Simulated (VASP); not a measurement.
# CsSnI3 (Pm-3m) in VASP: single point with r2SCAN

Aim: the single point of CsSnI3 with r2SCAN.

All numbers are computed with VASP 6.6.1; they aren't measurements. Logs are shortened: lines on timing, memory, paths and dates and some standing lists are left out, and cuts for length are marked.

### 1 The cell of the first run

Symmetry: Pm-3m, No. 221, cubic system. The conventional cell has a = 6.364 Å, b = 6.364 Å, c = 6.364 Å, α = 90.00°, β = 90.00°, γ = 90.00°. Cs (site symmetry m-3m) has 12 I at 4.50 Å and 8 Sn at 5.51 Å within 5.9 Å. Within 4.2 Å of Sn (site symmetry m-3m) lie 6 I at 3.18 Å. I (site symmetry 4/mmm) has 2 Sn at 3.18 Å within 4.2 Å.

### 2 Single point, r2SCAN (volume changed by +6%)

File POSCAR:

```
CsSnI3
1.0
    6.3639040491      0.0000000000      0.0000000000
    0.0000000000      6.3639040491      0.0000000000
    0.0000000000      0.0000000000      6.3639040491
Cs Sn I
1 1 3
Direct
    0.0000000000      0.0000000000      0.0000000000
    0.5000000000      0.5000000000      0.5000000000
    0.5000000000      0.5000000000      0.0000000000
    0.5000000000      0.0000000000      0.5000000000
    0.0000000000      0.5000000000      0.5000000000
```

File INCAR.step1:

```
ALGO = Normal ; EDIFF = 1E-4
ENCUT = 520 ; GGA = PE
ISMEAR = 0 ; LASPH = T
LCHARG = F ; LREAL = F
LWAVE = T ; NBANDS = 30
NELM = 100 ; PREC = Accurate
SIGMA = 0.01
```

File INCAR.step2:

```
ALGO = Normal ; EDIFF = 1E-7
ENCUT = 520 ; ISIF = 2
ISMEAR = 0 ; ISTART = 1
LASPH = T ; LCHARG = F
LMIXTAU = T ; LREAL = F
LWAVE = F ; METAGGA = R2SCAN
NBANDS = 30 ; NELM = 100
PREC = Accurate ; SIGMA = 0.01
```

File KPOINTS:

```
k-points
0
Gamma
  4 4 4
```

Potentials or basis: VASP PAW PBE potentials, release 64 (Cs_sv, Sn_d, I).

Launch:

```bash
cat potpaw_PBE.64/Cs_sv/POTCAR potpaw_PBE.64/Sn_d/POTCAR potpaw_PBE.64/I/POTCAR > POTCAR
cp INCAR.step1 INCAR
mpirun -np 1 vasp_std > vasp.out
cp INCAR.step2 INCAR
mpirun -np 1 vasp_std > vasp.out
```

OUTCAR:

```text
EDIFF = 1E-7
   ENCUT = 520
   ISIF = 2
   ISMEAR = 0
   ISTART = 1
   LASPH = T
   LREAL = F
   METAGGA = R2SCAN
   NELM = 100
   PREC = Accurate

 ion  position               nearest neighbor table
   1  0.000  0.000  0.000-
   2  0.500  0.500  0.500-   3 3.18   4 3.18   5 3.18   3 3.18   4 3.18   5 3.18
   3  0.500  0.500  0.000-   2 3.18   2 3.18
   4  0.500  0.000  0.500-   2 3.18   2 3.18
   5  0.000  0.500  0.500-   2 3.18   2 3.18

  LATTYP: Found a simple cubic cell.
 ALAT       =     6.3639040491

  Lattice vectors:

 A1 = (   6.3639040491,   0.0000000000,   0.0000000000)
 A2 = (   0.0000000000,   6.3639040491,   0.0000000000)
 A3 = (   0.0000000000,   0.0000000000,   6.3639040491)

Analysis of symmetry for initial positions (statically):
=====================================================================
 Subroutine PRICEL returns:
 Original cell was already a primitive cell.

 Routine SETGRP: Setting up the symmetry group for a
 simple cubic supercell.

 Subroutine GETGRP returns: Found 48 space group operations
 (whereof 48 operations were pure point group operations)
 out of a pool of 48 trial point group operations.

The static configuration has the point symmetry O_h .

Analysis of symmetry for dynamics (positions and initial velocities):
=====================================================================
 Subroutine PRICEL returns:
 Original cell was already a primitive cell.

 Routine SETGRP: Setting up the symmetry group for a
 simple cubic supercell.

 Subroutine GETGRP returns: Found 48 space group operations
 (whereof 48 operations were pure point group operations)
 out of a pool of 48 trial point group operations.

The dynamic configuration has the point symmetry O_h .

 Subroutine INISYM returns: Found 48 space group operations
 (whereof 48 operations are pure point group operations),
 and found     1 'primitive' translations

----------------------------------------------------------------------------------------

                                     Primitive cell

  volume of cell :     257.7335

  direct lattice vectors                    reciprocal lattice vectors
     6.363904049  0.000000000  0.000000000     0.157136247  0.000000000  0.000000000
     0.000000000  6.363904049  0.000000000     0.000000000  0.157136247  0.000000000
[... 76 lines left out ...]
   EDIFF  = 0.1E-06   stopping-criterion for ELM
   LREAL  =      F    real-space projection
   EDIFFG = 0.1E-05   stopping-criterion for IOM
   NSW    =      0    number of steps for IOM
   IBRION =     -1    ionic relax: 0-MD 1-quasi-New 2-CG
   NFREE  =      0    steps in history (QN), initial steepest desc. (CG)
   ISIF   =      2    stress and relaxation
   ISYM   =      2    0-nonsym 1-usesym 2-fastsym
   POTIM  = 0.5000    time-step for ionic-motion
   TEBEG  =    0.0;   TEEND  =   0.0 temperature during run
   PSTRESS=    0.0 pullay stress
   NELECT =      44.0000    total number of electrons
   NUPDOWN=      -1.0000    fix difference up-down
   EMIN   =  10.00;   EMAX   =-10.00  energy-range for DOS
   EFERMI =   0.00;   METHOD = LEGACY
   ISMEAR =     0;   SIGMA  =   0.01  broadening in eV -4-tet -1-fermi 0-gaus
   EFERMI_NEDOS =   21; number of points for ismear=-14 and -15
   IALGO  =     38    algorithm
   IMIX   =      4    mixing-type and parameters
     AMIX     =   0.40;   BMIX     =  1.00
     AMIX_MAG =   1.60;   BMIX_MAG =  1.00
  volume/ion in A,a.u.               =      51.55       347.85
  Fermi-wavevector in a.u.,A,eV,Ry     =   0.908173  1.716199 11.221798  0.824779
  Thomas-Fermi vector in A             =   2.032068
   LORBIT       =      0    0 simple, 1 ext, 2 COOP (PROOUT), +10 PAW based schemes
   METAGGA = R2SCAN    functional components
   LHFCALC =     F    Hartree Fock is set to
   AEXX    =    0.0000 exact exchange contribution
   IVDW    =     0    specifies the selected vdW correction
   LEPSILON=     F    determine dielectric tensor
   LRPA    =     F    only Hartree local field effects (RPA)
 non-spin polarized calculation
 Gauss-broadening in eV      SIGMA  =   0.01
  energy-cutoff  :      520.00
  volume of cell :      257.73
 maximum number of plane-waves:      6979
 NGX is ok and might be reduce to    48
   NGX = 23   NGY = 23   NGZ = 23

 number of electron      44.0000010 magnetization

 Free energy of the ion-electron system (eV)
  ---------------------------------------------------
  ext. energy  EPLUGINS =         0.00000000
  ---------------------------------------------------
  free energy    TOTEN  =      -128.59132397 eV

  energy without entropy =     -128.59132397  energy(sigma->0) =     -128.59132397

 E-fermi :   1.9886     XC(G=0):  -7.5783

 val. band max:        1.8884428520   @ k =   0.5000   0.5000   0.5000
 cond. band min:       2.6475756889   @ k =   0.5000   0.5000   0.5000
 fundamental gap:      0.7591328369
 Fermi energy:         1.9886316623

 k-point     1 :       0.0000    0.0000    0.0000
  band No.  band energies     occupation
      1     -20.8758      2.00000
      2     -20.8144      2.00000
      3     -20.8144      2.00000
      4     -20.7979      2.00000
      5     -20.7979      2.00000
      6     -20.7979      2.00000
[... 319 lines left out ...]
     29       6.6118      0.00000
     30       7.7794      0.00000

------------------------ aborting loop because EDIFF is reached ----------------------------------------

  FORCE on cell =-STRESS in cart. coord.  units (eV):
  Direction    XX          YY          ZZ          XY          YZ          ZX
  --------------------------------------------------------------------------------------
  -------------------------------------------------------------------------------------
  Total       -1.4294369     -1.4294369     -1.4294369     -0.0000000      0.0000000      0.0000000
  in kB       -8.8859670     -8.8859670     -8.8859670     -0.0000000      0.0000000      0.0000000
  external PRESSURE =      -8.8859670 kB  Pullay stress =       0.0000000 kB

 VOLUME and BASIS-vectors are now :
 -----------------------------------------------------------------------------
  energy-cutoff  :      520.00
  volume of cell :      257.73
      direct lattice vectors                 reciprocal lattice vectors
     6.363904049  0.000000000  0.000000000     0.157136247  0.000000000  0.000000000
     0.000000000  6.363904049  0.000000000     0.000000000  0.157136247  0.000000000
     0.000000000  0.000000000  6.363904049     0.000000000  0.000000000  0.157136247

 POSITION                                       TOTAL-FORCE (eV/Angst)
 -----------------------------------------------------------------------------------
      0.00000      0.00000      0.00000         0.000000      0.000000      0.000000
      3.18195      3.18195      3.18195         0.000000      0.000000      0.000000
      3.18195      3.18195      0.00000         0.000000      0.000000      0.000000
      3.18195      0.00000      3.18195         0.000000      0.000000      0.000000
      0.00000      3.18195      3.18195         0.000000      0.000000      0.000000
 -----------------------------------------------------------------------------------
    total drift:                                0.000000     -0.000000     -0.000000

  FREE ENERGIE OF THE ION-ELECTRON SYSTEM (eV)
  ---------------------------------------------------
  free  energy   TOTEN  =      -128.5913239667 eV

  energy  without entropy=     -128.5913239667  energy(sigma->0) =     -128.59132397
```

OSZICAR.step1:

```text
N       E                     dE             d eps       ncg     rms          rms(c)
DAV:   1     0.341726256796E+03    0.34173E+03   -0.17988E+04   600   0.130E+03
DAV:   2     0.272916154883E+02   -0.31443E+03   -0.30318E+03   704   0.269E+02
DAV:   3    -0.126944543704E+02   -0.39986E+02   -0.39680E+02   702   0.108E+02
DAV:   4    -0.142815321371E+02   -0.15871E+01   -0.15830E+01   786   0.258E+01
DAV:   5    -0.143343710293E+02   -0.52839E-01   -0.52833E-01   910   0.426E+00    0.369E+00
DAV:   6    -0.139947892302E+02    0.33958E+00   -0.47934E-01   756   0.348E+00    0.239E+00
DAV:   7    -0.139598140175E+02    0.34975E-01   -0.33622E-01   756   0.221E+00    0.107E+00
DAV:   8    -0.139663566492E+02   -0.65426E-02   -0.50559E-02   720   0.144E+00    0.293E-01
DAV:   9    -0.139654484540E+02    0.90820E-03   -0.56119E-03   772   0.524E-01    0.136E-01
DAV:  10    -0.139657232581E+02   -0.27480E-03   -0.97044E-04   684   0.142E-01    0.593E-02
DAV:  11    -0.139657732193E+02   -0.49961E-04   -0.28754E-04   604   0.107E-01
   1 F= -.13965773E+02 E0= -.13965773E+02  d E =-.314683E-63
```

It took 11 min on 1 thread of Oxide Virtual Turin-like, shared host; peak memory 0.37 GiB.

Results:

- Free energy: -128.5913 eV
- Pressure: -0.9 GPa
- Band gap on the k mesh: 0.76 eV, direct

Caveat: the PAW data sets were made with another functional, which shifts forces and pressure a little; spin-orbit coupling is left out, which moves the levels of the heavy elements.
